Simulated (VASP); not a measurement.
# TaAs (Fm-3m) in VASP: a series of runs, part 2 of 2

VASP 6.6.1. Earlier steps stand in the parts before.

**3. Relaxation of cell and atoms, PBEsol**

INCAR reads:

```
PREC = Accurate ; ENCUT = 600
EDIFF = 1E-7 ; ISMEAR = 0
SIGMA = 0.1 ; LREAL = F
LASPH = T ; NELM = 60
ALGO = Normal ; ISIF = 3
LWAVE = F ; LCHARG = F
GGA = PS ; IBRION = 2
NSW = 80 ; EDIFFG = -0.01
```

KPOINTS reads:

```
regular mesh
0
Gamma
  14 14 14
```

POSCAR reads:

```
TaAs
1.0
    0.0000000000      2.6034502867      2.6034502867
    2.6034502867      0.0000000000      2.6034502867
    2.6034502867      2.6034502867      0.0000000000
Ta As
1 1
Direct
    0.5000000000      0.5000000000      0.5000000000
    0.0000000000      0.0000000000      0.0000000000
```

Potentials or basis: VASP PAW PBE potentials, release 64 (Ta_pv, As).

On the command line:

```bash
$ cat potpaw_PBE.64/Ta_pv/POTCAR potpaw_PBE.64/As/POTCAR > POTCAR
$ mpirun -np 1 vasp_std > vasp.out
```

OUTCAR:

```text
PREC = Accurate
   ENCUT = 600
   EDIFF = 1E-7
   ISMEAR = 0
   LREAL = F
   LASPH = T
   NELM = 60
   ISIF = 3
   GGA = PS
   IBRION = 2
   NSW = 80
   EDIFFG = -0.01

 ion  position               nearest neighbor table
   1  0.500  0.500  0.500-   2 2.60   2 2.60   2 2.60   2 2.60   2 2.60   2 2.60
   2  0.000  0.000  0.000-   1 2.60   1 2.60   1 2.60   1 2.60   1 2.60   1 2.60

  LATTYP: Found a face centered cubic cell.
 ALAT       =     5.2069005734

  Lattice vectors:

 A1 = (   0.0000000000,   2.6034502867,   2.6034502867)
 A2 = (   2.6034502867,   0.0000000000,   2.6034502867)
 A3 = (   2.6034502867,   2.6034502867,   0.0000000000)

Analysis of symmetry for initial positions (statically):
=====================================================================
 Subroutine PRICEL returns:
 Original cell was already a primitive cell.

 Routine SETGRP: Setting up the symmetry group for a
 face centered cubic supercell.

 Subroutine GETGRP returns: Found 48 space group operations
[... 9 lines left out ...]

 Routine SETGRP: Setting up the symmetry group for a
 face centered cubic supercell.

 Subroutine GETGRP returns: Found 48 space group operations
[... 11 lines left out ...]
                                     Primitive cell

  volume of cell :      35.2921

  direct lattice vectors                    reciprocal lattice vectors
     0.000000000  2.603450287  2.603450287    -0.192052832  0.192052832  0.192052832
     2.603450287  0.000000000  2.603450287     0.192052832 -0.192052832  0.192052832
     2.603450287  2.603450287  0.000000000     0.192052832  0.192052832 -0.192052832

  length of vectors
     3.681834704  3.681834704  3.681834704     0.332645262  0.332645262  0.332645262

  position of ions in fractional coordinates (direct lattice)
     0.500000000  0.500000000  0.500000000
     0.000000000  0.000000000  0.000000000

  ion indices of the primitive-cell ions
   primitive index   ion index
                 1           1
                 2           2

[... 108 lines left out ...]
 NGX is ok and might be reduce to    30
   NGX = 15   NGY = 15   NGZ = 15

--------------------------------------- Ionic step        1  -------------------------------------------

 number of electron      16.0000000 magnetization

 Free energy of the ion-electron system (eV)
  ---------------------------------------------------
  ext. energy  EPLUGINS =         0.00000000
  ---------------------------------------------------
  free energy    TOTEN  =       -17.68406154 eV

  energy without entropy =      -17.67667071  energy(sigma->0) =      -17.68036612

------------------------ aborting loop because EDIFF is reached ----------------------------------------

  FORCE on cell =-STRESS in cart. coord.  units (eV):
  Direction    XX          YY          ZZ          XY          YZ          ZX
  --------------------------------------------------------------------------------------
  -------------------------------------------------------------------------------------
  Total        0.1031611      0.1031611      0.1031611      0.0000000      0.0000000      0.0000000
  in kB        4.6832639      4.6832639      4.6832639      0.0000000      0.0000000      0.0000000
  external PRESSURE =       4.6832639 kB  Pullay stress =       0.0000000 kB
[... 59 lines left out ...]
--------------------------------------- Ionic step        3  -------------------------------------------

 number of electron      16.0000000 magnetization

 Free energy of the ion-electron system (eV)
  ---------------------------------------------------
  ext. energy  EPLUGINS =         0.00000000
  ---------------------------------------------------
  free energy    TOTEN  =       -17.68420006 eV

  energy without entropy =      -17.67675446  energy(sigma->0) =      -17.68047726

 E-fermi :   7.3896     XC(G=0): -11.9119

 val. band max:        7.3886605743   @ k =   0.0714   0.0714   0.0000
 cond. band min:       7.3940174693   @ k =  -0.2857   0.5000   0.2143
 fundamental gap:      0.0053568950
 Fermi energy:         7.3895753240

 k-point     1 :       0.0000    0.0000    0.0000
  band No.  band energies     occupation
      1     -28.1090      2.00000
      2     -28.1090      2.00000
      3     -28.1090      2.00000
      4      -7.0897      2.00000
      5       5.6761      2.00000
      6       5.6761      2.00000
      7       5.6761      2.00000
      8       6.4502      2.00000
      9       6.4502      2.00000
     10       6.9594      2.00000
     11       6.9594      2.00000
     12       6.9594      2.00000
[... 331 lines left out ...]
 k-point    24 :       0.2857    0.1429    0.0000
  band No.  band energies     occupation
      1     -28.1799      2.00000
      2     -28.1270      2.00000
      3     -28.1233      2.00000
      4      -5.9446      2.00000
      5       1.9219      2.00000
      6       3.5713      2.00000
      7       4.0935      2.00000
      8       5.7825      2.00000
      9       7.2262      1.97912
     10       8.1999      0.00000
     11       9.7530      0.00000
     12      11.0518      0.00000

 [... further k-points ...]
[... 5 lines left out ...]
  --------------------------------------------------------------------------------------
  -------------------------------------------------------------------------------------
  Total        0.0012757      0.0012757      0.0012757      0.0000000      0.0000000     -0.0000000
  in kB        0.0577568      0.0577568      0.0577568      0.0000000      0.0000000     -0.0000000
  external PRESSURE =       0.0577568 kB  Pullay stress =       0.0000000 kB
[... 17 lines left out ...]
  FREE ENERGIE OF THE ION-ELECTRON SYSTEM (eV)
  ---------------------------------------------------
  free  energy   TOTEN  =       -17.6842000564 eV

  energy  without entropy=      -17.6767544584  energy(sigma->0) =      -17.68047726

 reached required accuracy - stopping structural energy minimisation
```

OSZICAR:

```text
N       E                     dE             d eps       ncg     rms          rms(c)
DAV:   1     0.880485006504E+02    0.88049E+02   -0.96857E+03  2496   0.144E+03
DAV:   2    -0.154251398347E+02   -0.10347E+03   -0.98153E+02  2904   0.308E+02
DAV:   3    -0.186427304007E+02   -0.32176E+01   -0.30545E+01  3240   0.445E+01
[... 23 lines left out ...]
DAV:   3    -0.176842207394E+02    0.26023E-03   -0.44933E-04  2896   0.205E-01    0.291E-02
DAV:   4    -0.176841974342E+02    0.23305E-04   -0.79320E-05  2908   0.799E-02    0.170E-02
DAV:   5    -0.176841999418E+02   -0.25076E-05   -0.32180E-06  3052   0.174E-02    0.329E-03
DAV:   6    -0.176842000745E+02   -0.13276E-06   -0.19244E-07  2480   0.310E-03    0.126E-03
DAV:   7    -0.176842000564E+02    0.18147E-07   -0.74817E-09  1264   0.855E-04
   3 F= -.17684200E+02 E0= -.17680477E+02  d E =-.138515E-03
```

It took 99 s on 1 thread of Intel Xeon 6975P-C, shared host; peak memory 0.22 GiB.

Results:

- Free energy: -17.6842 eV
- Relaxed volume: 17.69 Å³/atom
- Relaxed cell: a = 3.685 Å, b = 3.685 Å, c = 3.685 Å, α = 60.00°, β = 60.00°, γ = 60.00°
- Space group after relaxing (to 0.05 Å): Fm-3m (No. 225)
- Energy gained by relaxing: 0.1 meV/atom
- Ionic steps: 3
- Pressure after relaxing: 0.0 GPa

The path:
```csv
step,energy change (eV),largest force (eV/Å),pressure (GPa),volume (Å³)
1,0.0000,0.0000,0.47,35.29
2,0.0003,0.0000,-0.79,35.56
3,-0.0001,0.0000,0.01,35.39
```

Final structure:
```
Ta As
1.0
     0.00000    2.60580    2.60580
     2.60580    0.00000    2.60580
     2.60580    2.60580    0.00000
Ta As
1 1
Direct
  0.50000 0.50000 0.50000
  0.00000 0.00000 0.00000
```

Caveat: the bands computed are all filled at some k points, so no gap is given; the PAW data sets were made with another functional, which shifts forces and pressure a little; spin-orbit coupling is left out, which moves the levels of the heavy elements.
